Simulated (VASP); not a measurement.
BaTa3O2: single point with PBE

The system is BaTa3O2.

```
Ba Ta O
1.0
     5.22572    0.00000    0.00000
    -2.61286    4.52561    0.00000
     0.00000    0.00000    5.37951
Ba Ta O
1 3 2
Direct
  0.00000 0.00000 0.50000
  0.50000 0.00000 0.00000
  0.00000 0.50000 0.00000
  0.50000 0.50000 0.00000
  0.33333 0.66667 0.00000
  0.66667 0.33333 0.00000
```

```yaml
Program: VASP 6.6.1
Task: single point
Functional: PBE
Potentials_or_basis: VASP PAW PBE potentials, release 64 (Ba_sv, Ta_pv, O)
Cutoff: 520 eV
k_mesh: 6 × 6 × 4
Occupations: gaussian, width 0.1 eV
Spin: collinear spin, ferromagnetic start
Starting_moments: "[0.0, 1.0, 1.0, 1.0, 0.0, 0.0] μB"
```

* Pressure: 157.8 GPa
* Net moment: 0.00 μB per cell
* Valence electrons inside the program's atomic spheres: Ba 7.95; Ta 10.50; O 5.84

Stress tensor (GPa, compression positive):
```
236.38   0.00   0.00
  0.00 236.38   0.00
  0.00   0.00   0.73
```

Levels at points of the mesh, in eV from the Fermi level:
Spin up:
| k point | band 23 | band 24 | band 25 | band 26 | band 27 | band 28 | band 29 | band 30 | band 31 | band 32 |
| --- | --- | --- | --- | --- | --- | --- | --- | --- | --- | --- |
| (0.00, 0.00, 0.00) | -2.84 | -2.25 | -2.25 | -2.22 | -2.22 | 0.44 | 0.44 | 2.57 | 2.71 | 2.71 |
| (0.50, 0.00, 0.00) | -3.06 | -1.11 | -1.04 | -0.86 | -0.81 | -0.71 | 0.12 | 1.16 | 1.26 | 2.89 |
| (0.00, 0.00, 0.50) | -2.04 | -2.04 | -1.79 | -1.73 | -1.73 | -1.40 | 1.49 | 1.49 | 1.76 | 1.76 |
| (0.50, 0.00, 0.50) | -1.85 | -1.83 | -1.32 | -0.43 | -0.10 | 0.05 | 0.07 | 0.36 | 0.90 | 1.53 |
Spin down:
| k point | band 25 | band 26 | band 27 | band 28 | band 29 | band 30 |
| --- | --- | --- | --- | --- | --- | --- |
| (0.00, 0.00, 0.00) | -2.25 | -2.22 | -2.22 | 0.44 | 0.44 | 2.57 |
| (0.50, 0.00, 0.00) | -1.04 | -0.86 | -0.81 | -0.71 | 0.12 | 1.16 |
| (0.00, 0.00, 0.50) | -1.79 | -1.73 | -1.73 | -1.40 | 1.49 | 1.49 |
| (0.50, 0.00, 0.50) | -1.32 | -0.43 | -0.10 | 0.05 | 0.07 | 0.36 |

Run time: 9.1 min on 1 thread of Oxide Virtual Turin-like Processor, with other jobs on the host, peak memory 0.36 GiB.

Caveat: spin-orbit coupling is left out, which moves the levels of the heavy elements.
